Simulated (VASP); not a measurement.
A run of VASP 6.6.1:

Contents of INCAR:

```
ALGO = Normal
EDIFF = 1E-6
ENCUT = 520
ISIF = 2
ISMEAR = -1
LASPH = T
LCHARG = T
LELF = T
LREAL = F
LVHAR = T
LWAVE = F
NBANDS = 19
NELM = 80
PREC = Accurate
SIGMA = 0.1
```

File KPOINTS:

```
k-points
0
Gamma
  14 14 8
```

POSCAR

```
Zr
1.0
    2.4120789853      0.0000000000      0.0000000000
   -1.2060394926      2.0889216772      0.0000000000
    0.0000000000      0.0000000000      4.3253072658
Zr
2
Direct
    0.3333333333      0.6666666667      0.2500000000
    0.6666666667      0.3333333333      0.7500000000
```

Potentials or basis: VASP PAW LDA potentials, release 64 (Zr_sv).

Launch:

```bash
$ cat potpaw_LDA.64/Zr_sv/POTCAR > POTCAR
$ mpirun -np 1 vasp_std > vasp.out
```

Hardware: 1 thread of Intel(R) Xeon(R) 6975P-C (Granite Rapids), on a shared host.

Task: Estimate the wall time of this run.

Result: Run time: 16 s on 1 thread of Intel(R) Xeon(R) 6975P-C (Granite Rapids), on a shared host, peak memory 0.15 GiB. Counts: scf iterations 13, k points 120.
